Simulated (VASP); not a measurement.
# VSi (rocksalt type) (Fm-3m) in VASP: further runs, part 2 of 3

VASP 6.6.1. The steps go on from the part before.

## Step 3: Electric field gradients, PBE, collinear spin, ferromagnetic start (14.01 Å³/atom)

Contents of INCAR:

```
PREC = Accurate ; ENCUT = 520
EDIFF = 1E-8 ; ISMEAR = -1
SIGMA = 0.03 ; LREAL = False
LASPH = True ; NELM = 150
ALGO = Normal ; ISIF = 2
LWAVE = False ; LCHARG = False
ISPIN = 2 ; MAGMOM = 1.5 0
LORBIT = 11 ; LMAXMIX = 4
GGA = PE ; LEFG = True
NBANDS = 20
```

Contents of KPOINTS:

```
Automatic mesh
0
Gamma
  13 13 13
```

Contents of POSCAR:

```
VSi
1.0
    0.0000000000      2.4106330294      2.4106330294
    2.4106330294      0.0000000000      2.4106330294
    2.4106330294      2.4106330294      0.0000000000
V Si
1 1
Direct
    0.0000000000      0.0000000000      0.0000000000
    0.5000000000      0.5000000000      0.5000000000
```

Potentials or basis: VASP PAW PBE potentials, release 64 (V_sv, Si).

Run with:

```bash
$ cat potpaw_PBE.64/V_sv/POTCAR potpaw_PBE.64/Si/POTCAR > POTCAR
$ mpirun -np 1 vasp_std > vasp.out
```

OUTCAR:

```text
PREC = Accurate
   ENCUT = 520
   EDIFF = 1E-8
   ISMEAR = -1
   LREAL = False
   LASPH = True
   NELM = 150
   ISIF = 2
   ISPIN = 2
   LORBIT = 11
   GGA = PE

 ion  position               nearest neighbor table
   1  0.000  0.000  0.000-   2 2.41   2 2.41   2 2.41   2 2.41   2 2.41   2 2.41
   2  0.500  0.500  0.500-   1 2.41   1 2.41   1 2.41   1 2.41   1 2.41   1 2.41

  LATTYP: Found a face centered cubic cell.
 ALAT       =     4.8212660588

  Lattice vectors:

 A1 = (   0.0000000000,   2.4106330294,   2.4106330294)
 A2 = (   2.4106330294,   0.0000000000,   2.4106330294)
 A3 = (   2.4106330294,   2.4106330294,   0.0000000000)

Analysis of symmetry for initial positions (statically):
=====================================================================
 Subroutine PRICEL returns:
 Original cell was already a primitive cell.

 Routine SETGRP: Setting up the symmetry group for a
 face centered cubic supercell.

 Subroutine GETGRP returns: Found 48 space group operations
 (whereof 48 operations were pure point group operations)
 out of a pool of 48 trial point group operations.

The static configuration has the point symmetry O_h .

Analysis of symmetry for dynamics (positions and initial velocities):
=====================================================================
 Subroutine PRICEL returns:
 Original cell was already a primitive cell.

 Routine SETGRP: Setting up the symmetry group for a
 face centered cubic supercell.

 Subroutine GETGRP returns: Found 48 space group operations
 (whereof 48 operations were pure point group operations)
 out of a pool of 48 trial point group operations.

The dynamic configuration has the point symmetry O_h .

Analysis of structural, dynamic, and magnetic symmetry:
=====================================================================
 Subroutine PRICEL returns:
 Original cell was already a primitive cell.

 Routine SETGRP: Setting up the symmetry group for a
 face centered cubic supercell.

 Subroutine GETGRP returns: Found 48 space group operations
 (whereof 48 operations were pure point group operations)
 out of a pool of 48 trial point group operations.

The overall configuration has the point symmetry O_h .

 Subroutine INISYM returns: Found 48 space group operations
 (whereof 48 operations are pure point group operations),
 and found     1 'primitive' translations

----------------------------------------------------------------------------------------

                                     Primitive cell

  volume of cell :      28.0171

  direct lattice vectors                    reciprocal lattice vectors
     0.000000000  2.410633029  2.410633029    -0.207414399  0.207414399  0.207414399
     2.410633029  0.000000000  2.410633029     0.207414399 -0.207414399  0.207414399
     2.410633029  2.410633029  0.000000000     0.207414399  0.207414399 -0.207414399

  length of vectors
     3.409149924  3.409149924  3.409149924     0.359252277  0.359252277  0.359252277

  position of ions in fractional coordinates (direct lattice)
     0.000000000  0.000000000  0.000000000
     0.500000000  0.500000000  0.500000000
[... 102 lines left out ...]
   GGA     = PE    functional components
   LHFCALC =     F    Hartree Fock is set to
   AEXX    =    0.0000 exact exchange contribution
   IVDW    =     0    specifies the selected vdW correction
   LEPSILON=     F    determine dielectric tensor
   LRPA    =     F    only Hartree local field effects (RPA)
 spin polarized calculation
  energy-cutoff  :      520.00
  volume of cell :       28.02
 maximum number of plane-waves:       769
 NGX is ok and might be reduce to    28
   NGX = 13   NGY = 13   NGZ = 13

 number of electron      17.0000003 magnetization       0.0004433

 Free energy of the ion-electron system (eV)
  ---------------------------------------------------
  ext. energy  EPLUGINS =         0.00000000
  ---------------------------------------------------
  free energy    TOTEN  =       -14.39950275 eV

  energy without entropy =      -14.39291732  energy(sigma->0) =      -14.39621004

 E-fermi :   9.9384     XC(G=0): -11.8983

 val. band max:        9.9375449740   @ k =   0.4615   0.2308   0.0000
 cond. band min:       9.9405060341   @ k =   0.3077   0.1538   0.0769
 fundamental gap:      0.0029610601
 Fermi energy:         9.9383627187

 spin component 1

 k-point     1 :       0.0000    0.0000    0.0000
  band No.  band energies     occupation
      1     -54.4050      1.00000
      2     -28.2588      1.00000
      3     -28.2588      1.00000
      4     -28.2588      1.00000
      5      -1.5237      1.00000
      6       8.9416      1.00000
[... 541 lines left out ...]
     19      26.8002      0.00000
     20      30.4273      0.00000

 [... further k-points ...]

 spin component 2

 k-point     1 :       0.0000    0.0000    0.0000
  band No.  band energies     occupation
      1     -54.4045      1.00000
      2     -28.2584      1.00000
      3     -28.2584      1.00000
      4     -28.2584      1.00000
      5      -1.5237      1.00000
      6       8.9420      1.00000
[... 541 lines left out ...]
     19      26.8003      0.00000
     20      30.4274      0.00000

 [... further k-points ...]
[... 5 lines left out ...]
  --------------------------------------------------------------------------------------
  -------------------------------------------------------------------------------------
  Total        1.0933717      1.0933717      1.0933717      0.0000000     -0.0000000      0.0000000
  in kB       62.5252041     62.5252041     62.5252041      0.0000000     -0.0000000      0.0000000
  external PRESSURE =      62.5252041 kB  Pullay stress =       0.0000000 kB

 VOLUME and BASIS-vectors are now :
 -----------------------------------------------------------------------------
  energy-cutoff  :      520.00
  volume of cell :       28.02
      direct lattice vectors                 reciprocal lattice vectors
     0.000000000  2.410633029  2.410633029    -0.207414399  0.207414399  0.207414399
     2.410633029  0.000000000  2.410633029     0.207414399 -0.207414399  0.207414399
     2.410633029  2.410633029  0.000000000     0.207414399  0.207414399 -0.207414399

 POSITION                                       TOTAL-FORCE (eV/Angst)
 -----------------------------------------------------------------------------------
      0.00000      0.00000      0.00000        -0.000000     -0.000000     -0.000000
      2.41063      2.41063      2.41063         0.000000      0.000000      0.000000
 -----------------------------------------------------------------------------------
    total drift:                               -0.000000     -0.000000      0.000000

  FREE ENERGIE OF THE ION-ELECTRON SYSTEM (eV)
  ---------------------------------------------------
  free  energy   TOTEN  =       -14.3995027517 eV

  energy  without entropy=      -14.3929173201  energy(sigma->0) =      -14.39621004

 Electric field gradients (V/A^2)
---------------------------------------------------------------------
 ion       V_xx      V_yy      V_zz      V_xy      V_xz      V_yz
---------------------------------------------------------------------
   1      -0.000     0.000     0.000     0.001     0.001     0.001
   2       0.000    -0.000    -0.000    -0.000    -0.000    -0.000
---------------------------------------------------------------------

 Electric field gradients after diagonalization (V/A^2)
 (convention: |V_zz| > |V_xx| > |V_yy|)
----------------------------------------------------------------------
 ion       V_xx      V_yy      V_zz     asymmetry (V_yy - V_xx)/ V_zz
----------------------------------------------------------------------
   1      -0.001    -0.001     0.002       0.000
   2       0.000     0.000    -0.000       0.000
----------------------------------------------------------------------

           NMR quadrupolar parameters

 Cq : quadrupolar parameter    Cq=e*Q*V_zz/h
 eta: asymmetry parameters     (V_yy - V_xx)/ V_zz
 Q  : nuclear electric quadrupole moment in mb (millibarn)
----------------------------------------------------------------------
 ion       Cq(MHz)       eta       Q (mb)
----------------------------------------------------------------------
   1       0.000       0.000       1.000
   2      -0.000       0.000       1.000
----------------------------------------------------------------------

 total charge

# of ion       s       p       d       tot
------------------------------------------
    1        2.231   6.198   3.258  11.687
    2        0.805   0.968   0.000   1.773
--------------------------------------------------
tot          3.036   7.166   3.258  13.460

 magnetization (x)

# of ion       s       p       d       tot
------------------------------------------
    1        0.000   0.000   0.000   0.000
    2       -0.000  -0.000   0.000  -0.000
--------------------------------------------------
tot         -0.000  -0.000   0.000   0.000
```

OSZICAR:

```text
N       E                     dE             d eps       ncg     rms          rms(c)
DAV:   1     0.129485224282E+03    0.12949E+03   -0.79560E+03  6728   0.849E+02
DAV:   2    -0.132536322806E+02   -0.14274E+03   -0.13596E+03  7048   0.270E+02
DAV:   3    -0.167262494432E+02   -0.34726E+01   -0.34366E+01  7900   0.441E+01
DAV:   4    -0.167480670143E+02   -0.21818E-01   -0.21811E-01  7412   0.379E+00
DAV:   5    -0.167482917987E+02   -0.22478E-03   -0.22478E-03  7720   0.394E-01    0.235E+01
DAV:   6    -0.155911658577E+02    0.11571E+01   -0.10381E+01  7216   0.367E+01    0.998E+00
DAV:   7    -0.144525524970E+02    0.11386E+01   -0.29469E+00  7200   0.208E+01    0.552E+00
DAV:   8    -0.143995347454E+02    0.53018E-01   -0.14307E-01  7436   0.378E+00    0.136E+00
DAV:   9    -0.143993577911E+02    0.17695E-03   -0.17176E-02  7256   0.125E+00    0.687E-01
DAV:  10    -0.143995871417E+02   -0.22935E-03   -0.11453E-03  7612   0.297E-01    0.243E-01
DAV:  11    -0.143995047483E+02    0.82393E-04   -0.22514E-04  7532   0.112E-01    0.148E-01
DAV:  12    -0.143995015758E+02    0.31725E-05   -0.34979E-05  7388   0.520E-02    0.310E-02
DAV:  13    -0.143995016944E+02   -0.11853E-06   -0.48430E-06  7540   0.212E-02    0.100E-02
DAV:  14    -0.143995023348E+02   -0.64041E-06   -0.60715E-07  7604   0.682E-03    0.589E-03
DAV:  15    -0.143995027634E+02   -0.42868E-06   -0.26953E-07  7256   0.380E-03    0.170E-03
DAV:  16    -0.143995027770E+02   -0.13526E-07   -0.48320E-08  7496   0.136E-03    0.117E-03
DAV:  17    -0.143995027551E+02    0.21824E-07   -0.12357E-08  5352   0.751E-04    0.907E-04
DAV:  18    -0.143995027517E+02    0.34520E-08   -0.13568E-08  5712   0.807E-04
   1 F= -.14399503E+02 E0= -.14396210E+02  d E =-.658543E-02  mag=     0.0002
```

stdout:

```text
POSCAR found type information on POSCAR V Si
 POSCAR found :  2 types and       2 ions
 scaLAPACK will be used
 LDA part: xc-table for (Slater+PW92), standard interpolation
 POSCAR, INCAR and KPOINTS ok, starting setup
 FFT: planning ... GRIDC
 FFT: planning ... GRID_SOFT
 FFT: planning ... GRID
 WAVECAR not read
 entering main loop
ion   1

ion   2
```

Run time: 58 s. Hardware: 1 thread of Intel Xeon 6975P-C (Granite Rapids), shared host; peak memory 0.22 GiB.

Results:

```
Free energy                                           : -14.3995 eV
Pressure                                              : 6.3 GPa
Net moment                                            : 0.00 μB per cell
Largest electric field gradient by atom               : zero within the noise of the run
Valence electrons inside the program's atomic spheres : V 11.69; Si 1.77
```

Caveat: the cell stands under pressure.

## Step 4: Electric field gradients, PBE, collinear spin, ferromagnetic start (14.30 Å³/atom)

This run uses another cell than the first one, of 14.30 Å³/atom.

Contents of INCAR:

```
SYSTEM = VSi
  PREC = Accurate
  ENCUT = 520
  EDIFF = 1E-8
  ISMEAR = -1
  SIGMA = 0.03
  LREAL = .False.
  LASPH = .True.
  NELM = 150
  ALGO = Normal
  ISIF = 2
  LWAVE = .False.
  LCHARG = .False.
  ISPIN = 2
  MAGMOM = 1.5 0
  LORBIT = 11
  LMAXMIX = 4
  GGA = PE
  LEFG = .True.
  NBANDS = 20
```

Contents of KPOINTS:

```
regular mesh
0
Gamma
  13 13 13
  0 0 0
```

Contents of POSCAR:

```
VSi
1.0
    0.0000000000      2.4272586101      2.4272586101
    2.4272586101      0.0000000000      2.4272586101
    2.4272586101      2.4272586101      0.0000000000
V Si
1 1
Direct
    0.0000000000      0.0000000000      0.0000000000
    0.5000000000      0.5000000000      0.5000000000
```

Potentials or basis: VASP PAW PBE potentials, release 64 (V_sv, Si).

Run with:

```bash
$ cat potpaw_PBE.64/V_sv/POTCAR potpaw_PBE.64/Si/POTCAR > POTCAR
$ mpirun -np 1 vasp_std > vasp.out
```

OUTCAR:

```text
SYSTEM = VSi
   PREC = Accurate
   ENCUT = 520
   EDIFF = 1E-8
   ISMEAR = -1
   LREAL = .False.
   LASPH = .True.
   NELM = 150
   ISIF = 2
   ISPIN = 2
   LORBIT = 11
   GGA = PE

 ion  position               nearest neighbor table
   1  0.000  0.000  0.000-   2 2.43   2 2.43   2 2.43   2 2.43   2 2.43   2 2.43
   2  0.500  0.500  0.500-   1 2.43   1 2.43   1 2.43   1 2.43   1 2.43   1 2.43

  LATTYP: Found a face centered cubic cell.
 ALAT       =     4.8545172202

  Lattice vectors:

 A1 = (   0.0000000000,   2.4272586101,   2.4272586101)
 A2 = (   2.4272586101,   0.0000000000,   2.4272586101)
 A3 = (   2.4272586101,   2.4272586101,   0.0000000000)

[... 1346 lines left out ...]

 Electric field gradients after diagonalization (V/A^2)
 (convention: |V_zz| > |V_xx| > |V_yy|)
----------------------------------------------------------------------
 ion       V_xx      V_yy      V_zz     asymmetry (V_yy - V_xx)/ V_zz
----------------------------------------------------------------------
   1      -0.000    -0.000     0.001       0.000
   2      -0.000    -0.000     0.000       0.000
----------------------------------------------------------------------

           NMR quadrupolar parameters

 Cq : quadrupolar parameter    Cq=e*Q*V_zz/h
 eta: asymmetry parameters     (V_yy - V_xx)/ V_zz
 Q  : nuclear electric quadrupole moment in mb (millibarn)
----------------------------------------------------------------------
 ion       Cq(MHz)       eta       Q (mb)
----------------------------------------------------------------------
   1       0.000       0.000       1.000
   2       0.000       0.000       1.000
----------------------------------------------------------------------

 total charge

# of ion       s       p       d       tot
------------------------------------------
    1        2.228   6.191   3.231  11.650
    2        0.803   0.957   0.000   1.760
--------------------------------------------------
tot          3.030   7.148   3.231  13.410

 magnetization (x)

# of ion       s       p       d       tot
------------------------------------------
    1        0.000   0.000   0.000   0.000
    2       -0.000  -0.000   0.000  -0.000
--------------------------------------------------
tot         -0.000  -0.000   0.000   0.000
```

OSZICAR:

```text
N       E                     dE             d eps       ncg     rms          rms(c)
DAV:   1     0.128631136336E+03    0.12863E+03   -0.79893E+03  6728   0.846E+02
DAV:   2    -0.133060044049E+02   -0.14194E+03   -0.13534E+03  7020   0.269E+02
DAV:   3    -0.168011140750E+02   -0.34951E+01   -0.34611E+01  7868   0.440E+01
DAV:   4    -0.168233663088E+02   -0.22252E-01   -0.22247E-01  7372   0.382E+00
DAV:   5    -0.168235992048E+02   -0.23290E-03   -0.23289E-03  7724   0.401E-01    0.228E+01
DAV:   6    -0.157040165625E+02    0.11196E+01   -0.10758E+01  7256   0.370E+01    0.104E+01
DAV:   7    -0.144723679047E+02    0.12316E+01   -0.31420E+00  7232   0.213E+01    0.531E+00
DAV:   8    -0.144162842239E+02    0.56084E-01   -0.14953E-01  7424   0.383E+00    0.136E+00
DAV:   9    -0.144162829890E+02    0.12349E-05   -0.16813E-02  7256   0.123E+00    0.690E-01
DAV:  10    -0.144164861761E+02   -0.20319E-03   -0.11978E-03  7592   0.307E-01    0.243E-01
DAV:  11    -0.144164152045E+02    0.70972E-04   -0.23612E-04  7524   0.112E-01    0.148E-01
DAV:  12    -0.144164163639E+02   -0.11594E-05   -0.32235E-05  7376   0.509E-02    0.330E-02
DAV:  13    -0.144164163977E+02   -0.33864E-07   -0.56456E-06  7504   0.227E-02    0.110E-02
DAV:  14    -0.144164171800E+02   -0.78228E-06   -0.77270E-07  7600   0.719E-03    0.673E-03
DAV:  15    -0.144164178037E+02   -0.62368E-06   -0.45083E-07  7344   0.487E-03    0.234E-03
DAV:  16    -0.144164178637E+02   -0.59978E-07   -0.86339E-08  7608   0.174E-03    0.170E-03
DAV:  17    -0.144164178745E+02   -0.10844E-07   -0.18525E-08  6628   0.849E-04    0.138E-03
DAV:  18    -0.144164178838E+02   -0.92509E-08   -0.77140E-08  7608   0.192E-03
   1 F= -.14416418E+02 E0= -.14413068E+02  d E =-.669921E-02  mag=     0.0002
```

stdout:

```text
POSCAR found type information on POSCAR V Si
 POSCAR found :  2 types and       2 ions
 scaLAPACK will be used
 LDA part: xc-table for (Slater+PW92), standard interpolation
 POSCAR, INCAR and KPOINTS ok, starting setup
 FFT: planning ... GRIDC
 FFT: planning ... GRID_SOFT
 FFT: planning ... GRID
 WAVECAR not read
 entering main loop
ion   1

ion   2
```

Wall time 58 s (1 thread of Intel Xeon 6975P-C (Granite Rapids), shared host); peak memory 0.21 GiB.

What came out:

* Free energy: -14.4164 eV
* Pressure: 3.0 GPa
* Net moment: 0.00 μB per cell
* Largest electric field gradient by atom: zero within the noise of the run
* Valence electrons inside the program's atomic spheres: V 11.65; Si 1.76

Levels at points of the mesh, in eV from the Fermi level:
Spin up:
| k point | band 4 | band 5 | band 6 | band 7 | band 8 | band 9 | band 10 | band 11 | band 12 | band 13 |
| --- | --- | --- | --- | --- | --- | --- | --- | --- | --- | --- |
| (0.00, 0.00, 0.00) | -38.22 | -11.34 | -0.96 | -0.96 | -0.96 | -0.65 | -0.65 | 3.64 | 3.64 | 3.64 |
Spin down:
| k point | band 6 | band 7 | band 8 | band 9 | band 10 | band 11 |
| --- | --- | --- | --- | --- | --- | --- |
| (0.00, 0.00, 0.00) | -0.96 | -0.96 | -0.96 | -0.65 | -0.65 | 3.64 |

Caveat: the cell stands under pressure.

[end of part 2 of 3]
